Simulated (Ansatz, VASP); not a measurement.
## Two plane-wave programs on V4O

```xyz
5
Lattice="2.9972 0.0000 0.0000 0.0000 2.9972 0.0000 0.0000 0.0000 21.3334" Properties=species:S:1:pos:R:3 pbc="T T T"
V     1.4986    1.4986    4.0000
V     0.0000    0.0000    5.4986
V     1.4986    1.4986    6.9700
V     0.0000    0.0000    8.3334
O     0.3746    0.3746   11.0834
```

Alike in both runs: task single point; functional PBE; k mesh 9 × 9 × 1; occupations gaussian, width 0.1 eV; no spin polarisation.

|  | VASP | Ansatz |
| --- | --- | --- |
| version | VASP 6.6.1 | Ansatz 0.2.0 |
| potentials or method | VASP PAW PBE potentials, release 64 (V_sv, O), cutoff 520 eV | scalar-relativistic, plane waves, PAW |
| valence electrons in the cell | 58 | 58 |

|  | VASP | Ansatz | Ansatz less VASP |
| --- | --- | --- | --- |
| gap on the k mesh at the Fermi level (eV) | none | none | - |
| rms of the force components (eV/Å) | 0.981 | 0.979 | -0.0017 |

Atom by atom the forces differ by 0.007 eV/Å (rms over components). A gap of «none» marks a metal or a gap that the smearing closes. The functional is the same, so the differences come from potentials, cutoffs and numerics.
